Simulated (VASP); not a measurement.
# BAs (F-43m) in VASP: settings compared

The runs below take BAs through single point, relaxation of cell and atoms, with r2SCAN+rVV10, SVWN5.

Program: VASP 6.6.1. These are calculated values, not measurements. Logs are shortened: lines on timing, memory, paths and dates and some standing lists are left out, and cuts for length are marked.

## (1) The cell of the first run

The structure is cubic, space group F-43m (No. 216). Conventional cell: a = 4.840 Å, b = 4.840 Å, c = 4.840 Å, α = 90.00°, β = 90.00°, γ = 90.00°. As (site symmetry -43m) has 4 B at 2.10 Å within 2.8 Å. Within 2.8 Å of B (site symmetry -43m) lie 4 As at 2.10 Å.

## (2) Single point, r2SCAN+rVV10

The input, POSCAR:

```
BAs
1.0
    0.0000000000      2.4199312360      2.4199312360
    2.4199312360      0.0000000000      2.4199312360
    2.4199312360      2.4199312360      0.0000000000
As B
1 1
Direct
    0.7500000000      0.7500000000      0.7500000000
    0.0000000000      0.0000000000      0.0000000000
```

The input, INCAR.step1:

```
ALGO = Normal
EDIFF = 1E-4
ENCUT = 520
GGA = PE
ISMEAR = -1
LASPH = T
LCHARG = F
LREAL = F
LWAVE = T
NBANDS = 11
NELM = 100
PREC = Accurate
SIGMA = 0.05
```

The input, INCAR.step2:

```
ALGO = Normal
BPARAM = 11.95
CPARAM = 0.0093
EDIFF = 1E-6
ENCUT = 520
ISIF = 2
ISMEAR = -1
ISTART = 1
IVDW_NL = 2
LASPH = T
LCHARG = T
LELF = T
LMIXTAU = T
LREAL = F
LUSE_VDW = T
LVHAR = T
LWAVE = F
METAGGA = R2SCAN
NBANDS = 11
NELM = 100
PREC = Accurate
SIGMA = 0.05
```

The input, KPOINTS:

```
k-points
0
Gamma
  10 10 10
```

Potentials or basis: VASP PAW PBE potentials, release 64 (As, B).

Command:

```
$ cat potpaw_PBE.64/As/POTCAR potpaw_PBE.64/B/POTCAR > POTCAR
$ cp INCAR.step1 INCAR
$ mpirun -np 1 vasp_std > vasp.out
$ cp INCAR.step2 INCAR
$ mpirun -np 1 vasp_std > vasp.out
```

OUTCAR:

```text
BPARAM = 11.95
   EDIFF = 1E-6
   ENCUT = 520
   ISIF = 2
   ISMEAR = -1
   ISTART = 1
   IVDW_NL = 2
   LASPH = T
   LREAL = F
   METAGGA = R2SCAN
   NELM = 100
   PREC = Accurate

 ion  position               nearest neighbor table
   1  0.750  0.750  0.750-   2 2.10   2 2.10   2 2.10   2 2.10
   2  0.000  0.000  0.000-   1 2.10   1 2.10   1 2.10   1 2.10

  LATTYP: Found a face centered cubic cell.
 ALAT       =     4.8398624720

  Lattice vectors:

 A1 = (   0.0000000000,   2.4199312360,   2.4199312360)
 A2 = (   2.4199312360,   0.0000000000,   2.4199312360)
 A3 = (   2.4199312360,   2.4199312360,   0.0000000000)

Analysis of symmetry for initial positions (statically):
=====================================================================
 Subroutine PRICEL returns:
 Original cell was already a primitive cell.

 Routine SETGRP: Setting up the symmetry group for a
 face centered cubic supercell.

 Subroutine GETGRP returns: Found 24 space group operations
 (whereof 24 operations were pure point group operations)
 out of a pool of 48 trial point group operations.

The static configuration has the point symmetry T_d .

Analysis of symmetry for dynamics (positions and initial velocities):
=====================================================================
 Subroutine PRICEL returns:
 Original cell was already a primitive cell.

 Routine SETGRP: Setting up the symmetry group for a
 face centered cubic supercell.

 Subroutine GETGRP returns: Found 24 space group operations
 (whereof 24 operations were pure point group operations)
 out of a pool of 48 trial point group operations.

The dynamic configuration has the point symmetry T_d .

 Subroutine INISYM returns: Found 24 space group operations
 (whereof 24 operations are pure point group operations),
 and found     1 'primitive' translations

----------------------------------------------------------------------------------------

                                     Primitive cell

  volume of cell :      28.3426

  direct lattice vectors                    reciprocal lattice vectors
     0.000000000  2.419931236  2.419931236    -0.206617441  0.206617441  0.206617441
     2.419931236  0.000000000  2.419931236     0.206617441 -0.206617441  0.206617441
     2.419931236  2.419931236  0.000000000     0.206617441  0.206617441 -0.206617441

  length of vectors
     3.422299574  3.422299574  3.422299574     0.357871906  0.357871906  0.357871906

  position of ions in fractional coordinates (direct lattice)
     0.750000000  0.750000000  0.750000000
     0.000000000  0.000000000  0.000000000

  ion indices of the primitive-cell ions
   primitive index   ion index
                 1           1
                 2           2

----------------------------------------------------------------------------------------

 KPOINTS: k-points

Automatic generation of k-mesh.
 Grid dimensions read from file:
 generate k-points for:   10   10   10

 Generating k-lattice:

  Cartesian coordinates                     Fractional coordinates (reciprocal lattice)
    -0.020661744  0.020661744  0.020661744     0.100000000  0.000000000  0.000000000
     0.020661744 -0.020661744  0.020661744     0.000000000  0.100000000  0.000000000
     0.020661744  0.020661744 -0.020661744     0.000000000  0.000000000  0.100000000

  Length of vectors
     0.035787191  0.035787191  0.035787191

  Shift w.r.t. Gamma in fractional coordinates (k-lattice)
     0.000000000  0.000000000  0.000000000

 Subroutine IBZKPT returns following result:
 ===========================================

 Found     47 irreducible k-points:

 Following reciprocal coordinates:
            Coordinates               Weight
  0.000000  0.000000  0.000000      1.000000
  0.100000  0.000000  0.000000      8.000000
  0.200000  0.000000  0.000000      8.000000
  0.300000  0.000000  0.000000      8.000000
  0.400000  0.000000  0.000000      8.000000
  0.500000  0.000000  0.000000      4.000000
[... 16 lines left out ...]
  0.300000  0.300000  0.000000      6.000000
  0.400000  0.300000  0.000000     24.000000
 [... further k-points ...]
   k-points           NKPTS =     47   k-points in BZ     NKDIM =     47   number of bands    NBANDS=     11
   number of dos      NEDOS =    301   number of ions     NIONS =      2
   total plane-waves  NPLWV =  21952
   dimension x,y,z NGX =    28 NGY =   28 NGZ =   28
   dimension x,y,z NGXF=    56 NGYF=   56 NGZF=   56
   ions per type =               1   1
   NGX,Y,Z   is equivalent  to a cutoff of  13.60, 13.60, 13.60 a.u.
   NGXF,Y,Z  is equivalent  to a cutoff of  27.20, 27.20, 27.20 a.u.
 SYSTEM =  unknown system
   PREC   = accura    normal or accurate (medium, high low for compatibility)
   ISTART =      1    job   : 0-new  1-cont  2-samecut
   ICHARG =      0    charge: 1-file 2-atom 10-const
   ISPIN  =      1    spin polarized calculation?
   LNONCOLLINEAR =      F non collinear calculations
   LSORBIT =      F    spin-orbit coupling
   LASPH  =      T    aspherical Exc in radial PAW
   ENCUT  =  520.0 eV  38.22 Ry    6.18 a.u.   6.36  6.36  6.36*2*pi/ulx,y,z
   NELM   =    100;   NELMIN=  2; NELMDL=  0     # of ELM steps
   EDIFF  = 0.1E-05   stopping-criterion for ELM
   LREAL  =      F    real-space projection
   EDIFFG = 0.1E-04   stopping-criterion for IOM
   NSW    =      0    number of steps for IOM
   IBRION =     -1    ionic relax: 0-MD 1-quasi-New 2-CG
   NFREE  =      0    steps in history (QN), initial steepest desc. (CG)
   ISIF   =      2    stress and relaxation
   ISYM   =      2    0-nonsym 1-usesym 2-fastsym
   POTIM  = 0.5000    time-step for ionic-motion
   TEBEG  =    0.0;   TEEND  =   0.0 temperature during run
   PSTRESS=    0.0 pullay stress
   NELECT =       8.0000    total number of electrons
   NUPDOWN=      -1.0000    fix difference up-down
   EMIN   =  10.00;   EMAX   =-10.00  energy-range for DOS
   EFERMI =   0.00;   METHOD = LEGACY
   ISMEAR =    -1;   SIGMA  =   0.05  broadening in eV -4-tet -1-fermi 0-gaus
   EFERMI_NEDOS =   21; number of points for ismear=-14 and -15
   IALGO  =     38    algorithm
   IMIX   =      4    mixing-type and parameters
     AMIX     =   0.40;   BMIX     =  1.00
     AMIX_MAG =   1.60;   BMIX_MAG =  1.00
  volume/ion in A,a.u.               =      14.17        95.63
  Fermi-wavevector in a.u.,A,eV,Ry     =   1.073887  2.029352 15.690683  1.153233
  Thomas-Fermi vector in A             =   2.209699
   LORBIT       =      0    0 simple, 1 ext, 2 COOP (PROOUT), +10 PAW based schemes
   METAGGA = R2SCAN    functional components
   LHFCALC =     F    Hartree Fock is set to
   AEXX    =    0.0000 exact exchange contribution
   IVDW_NL    =     2    kernel type
   BPARAM     =11.9500
   IVDW    =     0    specifies the selected vdW correction
   LEPSILON=     F    determine dielectric tensor
   LRPA    =     F    only Hartree local field effects (RPA)
 non-spin polarized calculation
  energy-cutoff  :      520.00
  volume of cell :       28.34
 maximum number of plane-waves:       785
 NGX is ok and might be reduce to    28
   NGX = 13   NGY = 13   NGZ = 13

 number of electron       8.0000000 magnetization

 Free energy of the ion-electron system (eV)
  ---------------------------------------------------
  ext. energy  EPLUGINS =         0.00000000
  ---------------------------------------------------
  free energy    TOTEN  =       -22.12265334 eV

  energy without entropy =      -22.12265332  energy(sigma->0) =      -22.12265333

 E-fermi :   6.2629     XC(G=0): -10.9952

 val. band max:        5.5935579893   @ k =   0.0000   0.0000   0.0000
 cond. band min:       6.9674635640   @ k =   0.4000   0.4000   0.0000
 fundamental gap:      1.3739055747
 Fermi energy:         6.2629294669

 k-point     1 :       0.0000    0.0000    0.0000
  band No.  band energies     occupation
      1     -10.2089      2.00000
      2       5.5936      2.00000
      3       5.5936      2.00000
      4       5.5936      2.00000
      5       8.9877      0.00000
      6       8.9877      0.00000
      7       8.9877      0.00000
      8      10.2222      0.00000
      9      15.6728      0.00000
     10      18.8704      0.00000
     11      18.8704      0.00000

 k-point     2 :       0.1000    0.0000    0.0000
  band No.  band energies     occupation
      1     -10.0422      2.00000
      2       4.1447      2.00000
      3       5.2858      2.00000
      4       5.2858      2.00000
      5       9.1302      0.00000
      6       9.3948      0.00000
      7       9.3948      0.00000
      8      11.1881      0.00000
      9      16.3076      0.00000
     10      17.8812      0.00000
     11      17.8812      0.00000

 k-point     3 :       0.2000    0.0000    0.0000
  band No.  band energies     occupation
      1      -9.5511      2.00000
      2       1.7206      2.00000
      3       4.6971      2.00000
      4       4.6971      2.00000
      5       8.8814      0.00000
      6      10.1378      0.00000
      7      10.1378      0.00000
      8      12.9981      0.00000
      9      17.1701      0.00000
     10      17.1701      0.00000
     11      17.3094      0.00000

 k-point     4 :       0.3000    0.0000    0.0000
  band No.  band energies     occupation
      1      -8.7746      2.00000
      2      -0.6139      2.00000
      3       4.1749      2.00000
      4       4.1749      2.00000
      5       8.5844      0.00000
      6      10.5732      0.00000
      7      10.5732      0.00000
      8      14.4622      0.00000
      9      17.3947      0.00000
     10      17.6244      0.00000
     11      17.6244      0.00000
[... 239 lines left out ...]
 k-point    22 :      -0.2000    0.2000    0.0000
  band No.  band energies     occupation
      1      -8.5068      2.00000
      2      -0.0736      2.00000
      3       1.4787      2.00000
      4       4.2654      2.00000
      5       9.6874      0.00000
      6      10.8922      0.00000
      7      11.8090      0.00000
      8      12.9201      0.00000
      9      15.8794      0.00000
     10      18.6956      0.00000
     11      20.2444      0.00000

 k-point    23 :       0.3000    0.3000    0.0000
  band No.  band energies     occupation
      1      -8.2637      2.00000
      2       0.1396      2.00000
      3       2.3526      2.00000
      4       2.3526      2.00000
      5       7.1770      0.00000
      6       9.5137      0.00000
      7      14.3269      0.00000
      8      14.3269      0.00000
      9      16.9949      0.00000
     10      21.0858      0.00000
     11      21.0905      0.00000

 k-point    24 :       0.4000    0.3000    0.0000
  band No.  band energies     occupation
      1      -7.5258      2.00000
      2      -1.1310      2.00000
      3       1.5674      2.00000
      4       2.0497      2.00000
      5       7.4874      0.00000
      6       9.2467      0.00000
      7      14.7145      0.00000
      8      14.9717      0.00000
      9      18.1588      0.00000
     10      21.8092      0.00000
     11      21.9087      0.00000

 [... further k-points ...]
[... 5 lines left out ...]
  --------------------------------------------------------------------------------------
  -------------------------------------------------------------------------------------
  Total       -0.8885842     -0.8885842     -0.8885842      0.0000000     -0.0000000     -0.0000000
  in kB      -50.2307991    -50.2307991    -50.2307991      0.0000000     -0.0000000     -0.0000000
  external PRESSURE =     -50.2307991 kB  Pullay stress =       0.0000000 kB

 VOLUME and BASIS-vectors are now :
 -----------------------------------------------------------------------------
  energy-cutoff  :      520.00
  volume of cell :       28.34
      direct lattice vectors                 reciprocal lattice vectors
     0.000000000  2.419931236  2.419931236    -0.206617441  0.206617441  0.206617441
     2.419931236  0.000000000  2.419931236     0.206617441 -0.206617441  0.206617441
     2.419931236  2.419931236  0.000000000     0.206617441  0.206617441 -0.206617441

 POSITION                                       TOTAL-FORCE (eV/Angst)
 -----------------------------------------------------------------------------------
      3.62990      3.62990      3.62990        -0.000000     -0.000000     -0.000000
      0.00000      0.00000      0.00000         0.000000      0.000000      0.000000
 -----------------------------------------------------------------------------------
    total drift:                                0.000000      0.000000      0.000000

  FREE ENERGIE OF THE ION-ELECTRON SYSTEM (eV)
  ---------------------------------------------------
  free  energy   TOTEN  =       -22.1226533356 eV

  energy  without entropy=      -22.1226533218  energy(sigma->0) =      -22.12265333
```

It took 58 s on 1 thread of Intel Xeon 6975P-C (Granite Rapids), shared host; peak memory 0.27 GiB.

What came out:

```
Free energy            : -22.1227 eV
Pressure               : -5.0 GPa
Band gap on the k mesh : 1.37 eV, indirect (least direct gap 3.39 eV)
```

Caveat: the PAW data sets were made with another functional, which shifts forces and pressure a little.

## (3) Single point, r2SCAN+rVV10

This run uses another cell than the first one, of 14.44 Å³/atom, 1.019 times its volume.

The input, POSCAR:

```
BAs
1.0
    0.0000000000      2.4353452264      2.4353452264
    2.4353452264      0.0000000000      2.4353452264
    2.4353452264      2.4353452264      0.0000000000
As B
1 1
Direct
    0.7500000000      0.7500000000      0.7500000000
    0.0000000000      0.0000000000      0.0000000000
```

The input, INCAR.step1:

```
  PREC = Accurate
  ENCUT = 520
  ISMEAR = -1
  SIGMA = 0.05
  LREAL = False
  LASPH = True
  NELM = 100
  NBANDS = 11
  GGA = PE
  ALGO = Normal
  EDIFF = 1E-4
  LWAVE = True
  LCHARG = False
```

The input, INCAR.step2:

```
  PREC = Accurate
  ENCUT = 520
  EDIFF = 1E-6
  ISMEAR = -1
  SIGMA = 0.05
  LREAL = False
  LASPH = True
  NELM = 100
  ALGO = Normal
  ISIF = 2
  LWAVE = False
  LCHARG = False
  METAGGA = R2SCAN
  LMIXTAU = True
  LUSE_VDW = True
  IVDW_NL = 2
  BPARAM = 11.95
  CPARAM = 0.0093
  NBANDS = 11
  ISTART = 1
```

The input, KPOINTS:

```
Automatic mesh
0
Gamma
  10 10 10
```

Potentials or basis: VASP PAW PBE potentials, release 64 (As, B).

Command:

```
$ cat potpaw_PBE.64/As/POTCAR potpaw_PBE.64/B/POTCAR > POTCAR
$ cp INCAR.step1 INCAR
$ mpirun -np 1 vasp_std > vasp.out
$ cp INCAR.step2 INCAR
$ mpirun -np 1 vasp_std > vasp.out
```

Run time: 68 s. Hardware: 1 thread of Intel Xeon 6975P-C (Granite Rapids), shared host; peak memory 0.27 GiB.

It converged, with:

```
Free energy            : -22.1018 eV
Pressure               : -7.3 GPa
Band gap on the k mesh : 1.39 eV, indirect (least direct gap 3.37 eV)
```

Levels at points of the mesh, in eV from the valence-band top:
```
           k point  band 1  band 2  band 3  band 4  band 5  band 6  band 7  band 8
(0.00, 0.00, 0.00)  -15.63    0.00    0.00    0.00    3.37    3.37    3.37    4.38
(0.50, 0.00, 0.00)  -12.81   -8.83   -1.83   -1.83    2.61    4.98    4.98    9.38
(0.50, 0.50, 0.00)  -11.47   -8.74   -4.07   -4.07    1.64    1.70   11.59   11.59
```

Caveat: the PAW data sets were made with another functional, which shifts forces and pressure a little.

[end of part 1 of 2]
